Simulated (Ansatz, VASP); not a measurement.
One calculation of MgSe, two programs

INCAR

```
SYSTEM = MgSe
ALGO = Normal
EDIFF = 1E-6
ENCUT = 600
GGA = PE
GGA_COMPAT = .False.
ISIF = 2
ISMEAR = 0
IVDW = 12
LASPH = .True.
LCHARG = .False.
LREAL = .False.
LWAVE = .False.
NBANDS = 11
NELM = 120
PREC = Accurate
SIGMA = 0.1
```

File KPOINTS:

```
k-points
0
Gamma
  4 4 4
  0 0 0
```

File POSCAR:

```
MgSe
1.0
    0.0000000000      2.7337235204      2.7337235204
    2.7337235204      0.0000000000      2.7337235204
    2.7337235204      2.7337235204      0.0000000000
Mg Se
1 1
Direct
    0.0000000000      0.0000000000      0.0000000000
    0.5000000000      0.5000000000      0.5000000000
```

Input for Ansatz:

```yaml
crystal:
  lattice:
    - [0.0, 2.7337235204, 2.7337235204]
    - [2.7337235204, 0.0, 2.7337235204]
    - [2.7337235204, 2.7337235204, 0.0]
  atoms:
    - { symbol: Mg, position: [0.0, 0.0, 0.0] }
    - { symbol: Se, position: [0.5, 0.5, 0.5] }
basis:
  ecutwfc: 420
kpoints:
  mp_grid: { grid: [4, 4, 4] }
hamiltonian:
  xc: pbe
  dispersion: d3bj
scf:
  occupations: { method: gaussian, width: 0.1 }
  max_iter: 40
output:
  forces: true
  stress: true
  eigenvalues: true
```

Alike in both runs: task single point; functional PBE; dispersion D3(BJ); k mesh 4 × 4 × 4; occupations gaussian, width 0.1 eV; no spin polarisation.

|  | VASP | Ansatz |
| --- | --- | --- |
| version | VASP 6.6.1 | Ansatz 0.2.0 |
| potentials or method | VASP PAW PBE potentials, release 64 (Mg, Se), cutoff 600 eV | scalar-relativistic, plane waves, PAW |
| valence electrons in the cell | 8 | 26 |

Ansatz gave:

* gap on the k mesh at the Fermi level (eV): 1.78
* least direct gap on the mesh (eV): 2.53
* pressure (GPa): -1.1

**Question.** Which values does VASP return?

**Answer.** gap on the k mesh at the Fermi level (eV): 1.75; least direct gap on the mesh (eV): 2.52; pressure (GPa): -1.2.

VASP's potentials hold 8 valence electrons a cell and Ansatz's 26, so a difference there can come from the potentials and not from the codes.

The k mesh is coarse, so the values compare programs but aren't converged.
